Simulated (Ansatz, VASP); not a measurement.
## MoNO in VASP and in Ansatz

```xyz
6
Lattice="2.8346 0.0000 0.0000 0.0000 2.8346 0.0000 0.0000 0.0000 7.1761" Properties=species:S:1:pos:R:3 pbc="T T T"
Mo    0.0000    1.4173    6.4585
Mo    1.4173    0.0000    0.7176
O     0.0000    1.4173    2.4040
O     1.4173    0.0000    4.7721
N     0.0000    1.4173    4.4277
N     1.4173    0.0000    2.7485
```

Alike in both runs: task single point; functional revPBE; k mesh 6 × 6 × 3; occupations gaussian, width 0.2873 eV; no spin polarisation.

|  | VASP | Ansatz |
| --- | --- | --- |
| version | VASP 6.6.1 | Ansatz 0.2.0 |
| potentials or method | VASP PAW PBE potentials, release 64 (Mo_sv, O, N), cutoff 600 eV | PAW plane waves |
| valence electrons in the cell | 50 | 50 |

Ansatz gave:

* gap on the k mesh at the Fermi level (eV): none
* rms of the force components (eV/Å): 2.080

Estimate VASP's values.

gap on the k mesh at the Fermi level (eV): none; rms of the force components (eV/Å): 2.089.

VASP's potentials were made for PBE, not for revPBE. Atom by atom the forces differ by 0.026 eV/Å (rms over components). A gap of «none» marks a metal or a gap that the smearing closes. With one functional, cell and mesh, what is left measures potentials, basis and numerics.

The k mesh is coarse, so the values compare programs but aren't converged.
